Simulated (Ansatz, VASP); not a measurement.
## Two plane-wave programs on HC8

File INCAR:

```
  ALGO = Normal
  DIPOL = 0.5 0.5 0.243
  EDIFF = 1E-6
  ENCUT = 520
  GGA = PE
  IDIPOL = 3
  ISIF = 2
  ISMEAR = 0
  ISPIN = 2
  IVDW = 12
  LASPH = True
  LCHARG = False
  LDIPOL = True
  LORBIT = 11
  LREAL = False
  LWAVE = False
  MAGMOM = 0 0 0 0 0 0 0 0 1
  NBANDS = 30
  NELM = 150
  PREC = Accurate
  SIGMA = 0.1
```

The input KPOINTS:

```
k-points
0
Gamma
  6 6 1
```

POSCAR

```
HC8
1.0
    4.9313048824     -0.0000000001      0.0000000000
   -2.4656524412      4.2706353020      0.0000000000
    0.0000000000      0.0000000000     17.0000331944
C H
8 1
Direct
    0.3333333333      0.1666666667      0.2352956108
    0.3333333333      0.6666666667      0.2352956108
    0.8333333333      0.1666666667      0.2352956108
    0.8333333333      0.6666666667      0.2352956108
    0.1666666667      0.3333333333      0.2352936582
    0.1666666667      0.8333333333      0.2352936582
    0.6666666667      0.3333333333      0.2352936582
    0.6666666667      0.8333333333      0.2352936582
    0.5833333333      0.1666666667      0.3076484107
```

Input for Ansatz:

```yaml
crystal:
  lattice:
    - [4.9313048824, -1.0e-10, 0.0]
    - [-2.4656524412, 4.270635302, 0.0]
    - [0.0, 0.0, 17.0000331944]
  atoms:
    - { symbol: C, position: [0.3333333333, 0.1666666667, 0.2352956108] }
    - { symbol: C, position: [0.3333333333, 0.6666666667, 0.2352956108] }
    - { symbol: C, position: [0.8333333333, 0.1666666667, 0.2352956108] }
    - { symbol: C, position: [0.8333333333, 0.6666666667, 0.2352956108] }
    - { symbol: C, position: [0.1666666667, 0.3333333333, 0.2352936582] }
    - { symbol: C, position: [0.1666666667, 0.8333333333, 0.2352936582] }
    - { symbol: C, position: [0.6666666667, 0.3333333333, 0.2352936582] }
    - { symbol: C, position: [0.6666666667, 0.8333333333, 0.2352936582] }
    - { symbol: H, position: [0.5833333333, 0.1666666667, 0.3076484107], spin: 1.0 }
basis:
  ecutwfc: 420
kpoints:
  mp_grid: { grid: [6, 6, 1] }
hamiltonian:
  xc: pbe
  pseudopotentials: { kind: paw, azcp: { folder: soft_1 } }
  dispersion: d3bj
scf:
  occupations: { method: gaussian, width: 0.1 }
output:
  forces: true
  eigenvalues: true
  populations: true
magnetization:
  spin_polarized: true
efield:
  axis: 3
  dipole_correction: true
  ramp_width: 0.04
```

Alike in both runs: task single point; functional PBE; dispersion D3(BJ); k mesh 6 × 6 × 1; occupations gaussian, width 0.1 eV; collinear spin.

```csv
,VASP,Ansatz
version,VASP 6.6.1,Ansatz 0.2.0
potentials or method,"VASP PAW PBE potentials, release 64 (C, H), cutoff 520 eV","scalar-relativistic, plane waves, PAW"
valence electrons in the cell,33,33
```

|  | VASP | Ansatz | Ansatz less VASP |
| --- | --- | --- | --- |
| gap on the k mesh at the Fermi level (eV) | none | none | - |
| rms of the force components (eV/Å) | 0.810 | 0.810 | -0.0005 |
| net moment per atom (μB) | 0.00 | 0.00 | 0.000 |

Atom by atom the forces differ by 0.002 eV/Å (rms over components). A gap of «none» marks a metal or a gap that the smearing closes. Ansatz's warnings: seeded moment not kept.
